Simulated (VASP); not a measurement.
# SnO2 (Pnnm) in VASP: relaxation of cell and atoms with LDA

Aim: the relaxation of cell and atoms of SnO2 with LDA.

Everything below comes from runs of VASP 6.6.1. Logs are shortened: lines on timing, memory, paths and dates and some standing lists are left out, and cuts for length are marked.

## 1. The cell of the first run

Symmetry: Pnnm, No. 58, orthorhombic system. Conventional cell: a = 4.714 Å, b = 4.737 Å, c = 3.187 Å, α = 90.00°, β = 90.00°, γ = 90.00°. Sn (site symmetry 2/m) has 6 O at 2.05 Å within 2.7 Å. O (site symmetry m) has 3 Sn at 2.05 Å and 1 O at 2.59 Å within 2.7 Å.

## 2. Relaxation of cell and atoms, LDA

Input file INCAR:

```
PREC     = Accurate       # precision mode
ENCUT    = 600            # plane-wave cutoff, eV
EDIFF    = 1E-7           # SCF threshold, eV
ISMEAR   = 0              # smearing method
SIGMA    = 0.02           # smearing width, eV
LREAL    = False          # projectors in reciprocal space
LASPH    = True           # aspherical terms in the spheres
NELM     = 100            # most SCF steps
ALGO     = Normal         # electronic algorithm
ISIF     = 3              # what is computed and relaxed
LWAVE    = False          # write WAVECAR
LCHARG   = False          # write CHGCAR
GGA      = CA             # functional
IBRION   = 2              # ionic algorithm
NSW      = 100            # ionic steps
EDIFFG   = -0.002         # ionic threshold
```

Input file KPOINTS:

```
regular mesh
0
Gamma
  6 6 8
```

Input file POSCAR:

```
SnO2
1.0
    4.7135083079      0.0000000000      0.0000000000
    0.0000000000      4.7366820554      0.0000000000
    0.0000000000      0.0000000000      3.1866224506
Sn O
2 4
Direct
    0.5000000000      0.5000000000      0.5000000000
    0.0000000000      0.0000000000      0.0000000000
    0.3040913183      0.3081008503      0.0000000000
    0.8040913183      0.1918991497      0.5000000000
    0.1959086817      0.8081008503      0.5000000000
    0.6959086817      0.6918991497      0.0000000000
```

Potentials or basis: VASP PAW LDA potentials, release 64 (Sn_d, O).

Started as:

```bash
> cat potpaw_LDA.64/Sn_d/POTCAR potpaw_LDA.64/O/POTCAR > POTCAR
> mpirun -np 1 vasp_std > vasp.out
```

OUTCAR:

```text
PREC = Accurate
   ENCUT = 600
   EDIFF = 1E-7
   ISMEAR = 0
   LREAL = False
   LASPH = True
   NELM = 100
   ISIF = 3
   GGA = CA
   IBRION = 2
   NSW = 100
   EDIFFG = -0.002

 ion  position               nearest neighbor table
   1  0.500  0.500  0.500-   4 2.05   5 2.05   3 2.05   6 2.05   3 2.05   6 2.05   2 3.70   2 3.70
                             2 3.70   2 3.70   2 3.70   2 3.70   2 3.70   2 3.70
   2  0.000  0.000  0.000-   3 2.05   6 2.05   5 2.05   4 2.05   4 2.05   5 2.05   1 3.70   1 3.70
                             1 3.70   1 3.70   1 3.70   1 3.70   1 3.70   1 3.70
   3  0.304  0.308  0.000-   2 2.05   1 2.05   1 2.05
   4  0.804  0.192  0.500-   1 2.05   2 2.05   2 2.05
   5  0.196  0.808  0.500-   1 2.05   2 2.05   2 2.05
   6  0.696  0.692  0.000-   2 2.05   1 2.05   1 2.05

  LATTYP: Found a simple orthorhombic cell.
 ALAT       =     3.1866224506
 B/A-ratio  =     1.4791549300
 C/A-ratio  =     1.4864271274

  Lattice vectors:

 A1 = (   0.0000000000,   0.0000000000,   3.1866224506)
 A2 = (   4.7135083079,   0.0000000000,   0.0000000000)
 A3 = (   0.0000000000,   4.7366820554,   0.0000000000)

Analysis of symmetry for initial positions (statically):
=====================================================================
 Subroutine PRICEL returns:
 Original cell was already a primitive cell.

 Routine SETGRP: Setting up the symmetry group for a
 simple orthorhombic supercell.

 Subroutine GETGRP returns: Found  8 space group operations
 (whereof  4 operations were pure point group operations)
 out of a pool of  8 trial point group operations.

The static configuration has the point symmetry C_2h.
 The point group associated with its full space group is D_2h.

Analysis of symmetry for dynamics (positions and initial velocities):
=====================================================================
 Subroutine PRICEL returns:
 Original cell was already a primitive cell.

 Routine SETGRP: Setting up the symmetry group for a
 simple orthorhombic supercell.

 Subroutine GETGRP returns: Found  8 space group operations
 (whereof  4 operations were pure point group operations)
 out of a pool of  8 trial point group operations.

The dynamic configuration has the point symmetry C_2h.
 The point group associated with its full space group is D_2h.

 Subroutine INISYM returns: Found  8 space group operations
 (whereof  4 operations are pure point group operations),
 and found     1 'primitive' translations

----------------------------------------------------------------------------------------

                                     Primitive cell

  volume of cell :      71.1458

  direct lattice vectors                    reciprocal lattice vectors
     4.713508308  0.000000000  0.000000000     0.212156198  0.000000000  0.000000000
     0.000000000  4.736682055  0.000000000     0.000000000  0.211118244  0.000000000
     0.000000000  0.000000000  3.186622451     0.000000000  0.000000000  0.313811886

  length of vectors
     4.713508308  4.736682055  3.186622451     0.212156198  0.211118244  0.313811886

  position of ions in fractional coordinates (direct lattice)
     0.500000000  0.500000000  0.500000000
     0.000000000  0.000000000  0.000000000
     0.304091318  0.308100850  0.000000000
     0.804091318  0.191899150  0.500000000
     0.195908682  0.808100850  0.500000000
     0.695908682  0.691899150  0.000000000

  ion indices of the primitive-cell ions
   primitive index   ion index
                 1           1
                 2           2
                 3           3
                 4           4
                 5           5
                 6           6

----------------------------------------------------------------------------------------

 KPOINTS: regular mesh

Automatic generation of k-mesh.
 Grid dimensions read from file:
 generate k-points for:    6    6    8

 Generating k-lattice:

  Cartesian coordinates                     Fractional coordinates (reciprocal lattice)
     0.035359366  0.000000000  0.000000000     0.166666667  0.000000000  0.000000000
     0.000000000  0.035186374  0.000000000     0.000000000  0.166666667  0.000000000
     0.000000000  0.000000000  0.039226486     0.000000000  0.000000000  0.125000000

  Length of vectors
     0.035359366  0.035186374  0.039226486

  Shift w.r.t. Gamma in fractional coordinates (k-lattice)
     0.000000000  0.000000000  0.000000000

 Subroutine IBZKPT returns following result:
 ===========================================

 Found     80 irreducible k-points:

 Following reciprocal coordinates:
            Coordinates               Weight
  0.000000  0.000000  0.000000      1.000000
  0.166667  0.000000  0.000000      2.000000
  0.333333  0.000000  0.000000      2.000000
  0.500000  0.000000  0.000000      1.000000
  0.000000  0.166667  0.000000      2.000000
  0.166667  0.166667  0.000000      4.000000
[... 16 lines left out ...]
  0.333333  0.166667  0.125000      8.000000
  0.500000  0.166667  0.125000      4.000000
 [... further k-points ...]
   k-points           NKPTS =     80   k-points in BZ     NKDIM =     80   number of bands    NBANDS=     31
   number of dos      NEDOS =    301   number of ions     NIONS =      6
   total plane-waves  NPLWV =  44800
   dimension x,y,z NGX =    40 NGY =   40 NGZ =   28
   dimension x,y,z NGXF=    80 NGYF=   80 NGZF=   56
   ions per type =               2   4
   NGX,Y,Z   is equivalent  to a cutoff of  14.11, 14.04, 14.61 a.u.
   NGXF,Y,Z  is equivalent  to a cutoff of  28.22, 28.08, 29.22 a.u.
 SYSTEM =  unknown system
   PREC   = accura    normal or accurate (medium, high low for compatibility)
   ISTART =      0    job   : 0-new  1-cont  2-samecut
   ICHARG =      2    charge: 1-file 2-atom 10-const
   ISPIN  =      1    spin polarized calculation?
   LNONCOLLINEAR =      F non collinear calculations
   LSORBIT =      F    spin-orbit coupling
   LASPH  =      T    aspherical Exc in radial PAW
   ENCUT  =  600.0 eV  44.10 Ry    6.64 a.u.   9.41  9.46  6.36*2*pi/ulx,y,z
   NELM   =    100;   NELMIN=  2; NELMDL= -5     # of ELM steps
   EDIFF  = 0.1E-06   stopping-criterion for ELM
   LREAL  =      F    real-space projection
   EDIFFG = -.2E-02   stopping-criterion for IOM
   NSW    =    100    number of steps for IOM
   IBRION =      2    ionic relax: 0-MD 1-quasi-New 2-CG
   NFREE  =      1    steps in history (QN), initial steepest desc. (CG)
   ISIF   =      3    stress and relaxation
   ISYM   =      2    0-nonsym 1-usesym 2-fastsym
   POTIM  = 0.5000    time-step for ionic-motion
   TEBEG  =    0.0;   TEEND  =   0.0 temperature during run
   PSTRESS=    0.0 pullay stress
   NELECT =      52.0000    total number of electrons
   NUPDOWN=      -1.0000    fix difference up-down
   EMIN   =  10.00;   EMAX   =-10.00  energy-range for DOS
   EFERMI =   0.00;   METHOD = LEGACY
   ISMEAR =     0;   SIGMA  =   0.02  broadening in eV -4-tet -1-fermi 0-gaus
   EFERMI_NEDOS =   21; number of points for ismear=-14 and -15
   IALGO  =     38    algorithm
   IMIX   =      4    mixing-type and parameters
     AMIX     =   0.40;   BMIX     =  1.00
     AMIX_MAG =   1.60;   BMIX_MAG =  1.00
  volume/ion in A,a.u.               =      11.86        80.02
  Fermi-wavevector in a.u.,A,eV,Ry     =   1.474663  2.786710 29.587667  2.174632
  Thomas-Fermi vector in A             =   2.589407
   LORBIT       =      0    0 simple, 1 ext, 2 COOP (PROOUT), +10 PAW based schemes
   GGA     = CA    functional components
   LHFCALC =     F    Hartree Fock is set to
   AEXX    =    0.0000 exact exchange contribution
   IVDW    =     0    specifies the selected vdW correction
   LEPSILON=     F    determine dielectric tensor
   LRPA    =     F    only Hartree local field effects (RPA)
 conjugate gradient relaxation of ions
 non-spin polarized calculation
 Gauss-broadening in eV      SIGMA  =   0.02
  energy-cutoff  :      600.00
  volume of cell :       71.15
 maximum number of plane-waves:      2405
 NGX is ok and might be reduce to    40
   NGX = 19   NGY = 19   NGZ = 13

--------------------------------------- Ionic step        1  -------------------------------------------

 number of electron      51.9999998 magnetization

 Free energy of the ion-electron system (eV)
  ---------------------------------------------------
  ext. energy  EPLUGINS =         0.00000000
  ---------------------------------------------------
  free energy    TOTEN  =       -42.28994018 eV

  energy without entropy =      -42.28994018  energy(sigma->0) =      -42.28994018

------------------------ aborting loop because EDIFF is reached ----------------------------------------

  FORCE on cell =-STRESS in cart. coord.  units (eV):
  Direction    XX          YY          ZZ          XY          YZ          ZX
  --------------------------------------------------------------------------------------
  -------------------------------------------------------------------------------------
  Total        0.3411334      0.2351105      0.6716768      0.0000000      0.0000000      0.0000000
  in kB        7.6822026      5.2946030     15.1259210      0.0000000      0.0000000      0.0000000
  external PRESSURE =       9.3675755 kB  Pullay stress =       0.0000000 kB
[... 101 lines left out ...]
  FREE ENERGIE OF THE ION-ELECTRON SYSTEM (eV)
  ---------------------------------------------------
  free  energy   TOTEN  =       -42.2910460475 eV

  energy  without entropy=      -42.2910460475  energy(sigma->0) =      -42.29104605

[... ionic steps 4 to 23 ...]

--------------------------------------- Ionic step       24  -------------------------------------------

 number of electron      51.9999995 magnetization

------------------------ aborting loop because EDIFF is reached ----------------------------------------

  FORCE on cell =-STRESS in cart. coord.  units (eV):
  Direction    XX          YY          ZZ          XY          YZ          ZX
  --------------------------------------------------------------------------------------
  -------------------------------------------------------------------------------------
  Total        0.0071376      0.0171631     -0.0300740     -0.0000000      0.0000000      0.0000000
  in kB        0.1601341      0.3850586     -0.6747178     -0.0000000      0.0000000      0.0000000
  external PRESSURE =      -0.0431750 kB  Pullay stress =       0.0000000 kB
[... 65 lines left out ...]
  energy  without entropy=      -42.2913426288  energy(sigma->0) =      -42.29134263

--------------------------------------- Ionic step       26  -------------------------------------------

 number of electron      51.9999995 magnetization

 Free energy of the ion-electron system (eV)
  ---------------------------------------------------
  ext. energy  EPLUGINS =         0.00000000
  ---------------------------------------------------
  free energy    TOTEN  =       -42.29134497 eV

  energy without entropy =      -42.29134497  energy(sigma->0) =      -42.29134497

 E-fermi :   6.0419     XC(G=0): -11.8116

 val. band max:        5.8877753727   @ k =   0.0000   0.0000   0.0000
 cond. band min:       7.0372887572   @ k =   0.0000   0.0000   0.0000
 fundamental gap:      1.1495133845
 Fermi energy:         6.0418753227

 k-point     1 :       0.0000    0.0000    0.0000
  band No.  band energies     occupation
      1     -15.1216      2.00000
      2     -14.3472      2.00000
      3     -14.0821      2.00000
      4     -14.0628      2.00000
      5     -14.0627      2.00000
      6     -13.9868      2.00000
[... 805 lines left out ...]
     30      13.3515      0.00000
     31      16.0869      0.00000

 [... further k-points ...]
[... 5 lines left out ...]
  --------------------------------------------------------------------------------------
  -------------------------------------------------------------------------------------
  Total        0.0039872      0.0072882      0.0054288      0.0000000      0.0000000      0.0000000
  in kB        0.0894527      0.1635095      0.1217929      0.0000000      0.0000000      0.0000000
  external PRESSURE =       0.1249184 kB  Pullay stress =       0.0000000 kB
[... 21 lines left out ...]
  FREE ENERGIE OF THE ION-ELECTRON SYSTEM (eV)
  ---------------------------------------------------
  free  energy   TOTEN  =       -42.2913449682 eV

  energy  without entropy=      -42.2913449682  energy(sigma->0) =      -42.29134497

 reached required accuracy - stopping structural energy minimisation
```

Run time: 55 min. Hardware: 1 thread of Intel Xeon 8259CL, shared host; peak memory 0.31 GiB.

What came out:

```
Free energy                           : -42.2913 eV
Relaxed volume                        : 11.90 Å³/atom
Relaxed cell                          : a = 4.727 Å, b = 4.727 Å, c = 3.196 Å, α = 90.00°, β = 90.00°, γ = 90.00°
Space group after relaxing (to 0.1 Å) : P4_2/mnm (No. 136)
Energy gained by relaxing             : 0.2 meV/atom
Ionic steps                           : 26
Pressure after relaxing               : 0.0 GPa
Band gap on the k mesh                : 1.15 eV
```

The path:
| step | energy change (eV) | largest force (eV/Å) | pressure (GPa) | volume (Å³) |
| --- | --- | --- | --- | --- |
| 1 | 0.0000 | 0.0332 | 0.94 | 71.15 |
| 2 | 0.0009 | 0.0501 | -1.37 | 71.86 |
| 3 | -0.0011 | 0.0061 | -0.05 | 71.45 |
| 4 | -0.0011 | 0.0064 | -0.09 | 71.46 |
| 5 | -0.0012 | 0.0078 | -0.05 | 71.43 |
| 6 | -0.0012 | 0.0088 | -0.01 | 71.41 |
| 7 | -0.0012 | 0.0081 | -0.02 | 71.41 |
| 8 | -0.0012 | 0.0063 | 0.07 | 71.39 |
| 9 | -0.0012 | 0.0078 | 0.09 | 71.39 |
| 10 | -0.0012 | 0.0085 | 0.04 | 71.40 |
| 11 | -0.0013 | 0.0098 | -0.01 | 71.42 |
| 12 | -0.0013 | 0.0103 | -0.03 | 71.43 |
| 13 | -0.0013 | 0.0078 | -0.03 | 71.43 |
| 14 | -0.0013 | 0.0071 | -0.02 | 71.42 |
| 15 | -0.0013 | 0.0084 | -0.02 | 71.42 |
| 16 | -0.0013 | 0.0070 | 0.03 | 71.41 |
| 17 | -0.0013 | 0.0056 | 0.07 | 71.40 |
| 18 | -0.0013 | 0.0044 | 0.14 | 71.37 |
| 19 | -0.0013 | 0.0045 | 0.14 | 71.37 |
| 20 | -0.0013 | 0.0044 | 0.12 | 71.38 |
| 21 | -0.0014 | 0.0045 | 0.10 | 71.38 |
| 22 | -0.0014 | 0.0057 | 0.04 | 71.40 |
| 23 | -0.0014 | 0.0067 | 0.02 | 71.41 |
| 24 | -0.0014 | 0.0049 | 0.00 | 71.41 |
| 25 | -0.0014 | 0.0013 | -0.04 | 71.43 |
| 26 | -0.0014 | 0.0013 | 0.01 | 71.42 |

Final structure:
```
CELL_PARAMETERS angstrom
4.72661 0.00000 0.00000
0.00000 4.72723 0.00000
0.00000 0.00000 3.19620
ATOMIC_POSITIONS crystal
Sn 0.50000 0.50000 0.50000
Sn 0.00000 0.00000 0.00000
O 0.30579 0.30629 0.00000
O 0.80579 0.19371 0.50000
O 0.19421 0.80629 0.50000
O 0.69421 0.69371 0.00000
```

Caveat: spin-orbit coupling is left out, which moves the levels of the heavy elements.
